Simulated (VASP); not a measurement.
Wanted: the native input for a VASP 6.6.1 run.

- Task: single point
- Functional: PBE
- Potentials or basis: VASP PAW PBE potentials, release 64 (Li_sv, S)
- Cutoff: 520 eV
- k mesh: 12 × 12 × 4
- Occupations: gaussian, width 0.1 eV
- Spin: no spin polarisation
- Dipole correction: no
- Further INCAR settings: ALGO = Normal; EDIFF = 1e-06; NBANDS = 24

The structure of LiS2 lies in POSCAR:

```
LiS2
1.0
    3.2793293990      0.0000000000      0.0000000000
    0.0000000000      3.2793293990      0.0000000000
    0.0000000000      0.0000000000     11.4222254146
Li S
2 4
Direct
    0.0000000000      0.5000000000      0.5742421303
    0.5000000000      0.0000000000      0.4257578697
    0.0000000000      0.0000000000      0.0000000000
    0.5000000000      0.5000000000      0.0000000000
    0.0000000000      0.5000000000      0.3516691037
    0.5000000000      0.0000000000      0.6483308963
```

One way to write it, as run:

INCAR

```
SYSTEM = LiS2
  PREC = Accurate
  ENCUT = 520
  EDIFF = 1E-6
  ISMEAR = 0
  SIGMA = 0.1
  LREAL = .False.
  LASPH = .True.
  NELM = 60
  ALGO = Normal
  ISIF = 2
  LWAVE = .False.
  LCHARG = .True.
  GGA = PE
  LELF = .True.
  LVHAR = .True.
  NBANDS = 24
```

KPOINTS

```
regular mesh
0
Gamma
  12 12 4
  0 0 0
```

Potentials or basis: VASP PAW PBE potentials, release 64 (Li_sv, S).

Launch:

```console
$ cat potpaw_PBE.64/Li_sv/POTCAR potpaw_PBE.64/S/POTCAR > POTCAR
$ mpirun -np 1 vasp_std > vasp.out
```

Results of the run:

```
Largest force          : 0.003 eV/Å
Band gap on the k mesh : zero (bands 15 and 16 overlap by 1.35 eV)
```

It took 81 s on 1 thread of Intel(R) Xeon(R) 6975P-C (Granite Rapids), on a shared host, peak memory 0.33 GiB.
